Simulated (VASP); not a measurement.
Write the native input for VASP 6.6.1 that does the following.

| Quantity | Value |
| --- | --- |
| Task | single point |
| Functional | PBEsol |
| Potentials or basis | VASP PAW PBE potentials, release 64 (Si) |
| Cutoff | 500 eV |
| k mesh | 4 × 4 × 4 |
| Occupations | gaussian, width 0.01 eV |
| Spin | no spin polarisation |
| Dipole correction | no |
| Further INCAR settings | ALGO = Normal; EDIFF = 1e-06; NBANDS = 11 |

The structure of Si lies in POSCAR:

```
Si
1.0
    0.0000000000      2.7276977521      2.7081195127
    2.7276977521      0.0000000000      2.7081195127
    2.7276977521      2.7276977521      0.0000000000
Si
2
Direct
    0.0000000000      0.0000000000      0.0000000000
    0.2500000000      0.2500000000      0.2500000000
```

These files were run (other wordings do the same):

INCAR

```
PREC     = Accurate       # precision mode
ENCUT    = 500            # plane-wave cutoff, eV
EDIFF    = 1E-6           # SCF threshold, eV
ISMEAR   = 0              # smearing method
SIGMA    = 0.01           # smearing width, eV
LREAL    = F              # projectors in reciprocal space
LASPH    = T              # aspherical terms in the spheres
NELM     = 120            # most SCF steps
ALGO     = Normal         # electronic algorithm
ISIF     = 2              # what is computed and relaxed
LWAVE    = F              # write WAVECAR
LCHARG   = T              # write CHGCAR
GGA      = PS             # functional
LELF     = T              # ELF
LVHAR    = T            
NBANDS   = 11             # bands
GGA_COMPAT= F
```

KPOINTS

```
Automatic mesh
0
Gamma
  4 4 4
```

Potentials or basis: VASP PAW PBE potentials, release 64 (Si).

Command:

```bash
$ cat potpaw_PBE.64/Si/POTCAR > POTCAR
$ mpirun -np 1 vasp_std > vasp.out
```

It gave:

```
Pressure               : 0.3 GPa
Band gap on the k mesh : 0.51 eV, indirect (least direct gap 2.44 eV)
```

Caveat: the k points lie up to 0.50 Å⁻¹ apart; the PAW data sets were made with another functional, which shifts forces and pressure a little.

Wall time 9.3 s on 1 thread of Intel(R) Xeon(R) Platinum 8259CL CPU @ 2.50GHz (Skylake/Cascade Lake), with other jobs on the host, peak memory 0.14 GiB.
